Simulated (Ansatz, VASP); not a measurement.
One calculation of HgTe, two programs

```xyz
4
Lattice="4.6886 0.0000 0.0000 -2.3443 4.0604 0.0000 0.0000 0.0000 7.7000" Properties=species:S:1:pos:R:3 pbc="T T T"
Hg    0.0000    2.7069    0.0038
Hg    2.3443    1.3535    3.8538
Te    0.0000    2.7069    2.8837
Te    2.3443    1.3535    6.7337
```

Alike in both runs: task single point; functional r2SCAN; k mesh 6 × 6 × 4; occupations fermi-dirac, width 0.02 eV; no spin polarisation.

```csv
,VASP,Ansatz
version,VASP 6.6.1,Ansatz 0.2.0
potentials or method,"VASP PAW PBE potentials, release 64 (Hg, Te)","plane waves, PAW"
plane-wave cutoff (eV),520,500
valence electrons in the cell,36,72
```

```csv
,VASP,Ansatz,Ansatz less VASP
pressure (GPa),-1.0,-1.1,-0.06
```

VASP's potentials were made for PBE, not for r2SCAN. VASP's potentials hold 36 valence electrons a cell and Ansatz's 72, so a difference there can come from the potentials and not from the codes.

Neither program's run includes spin-orbit coupling.
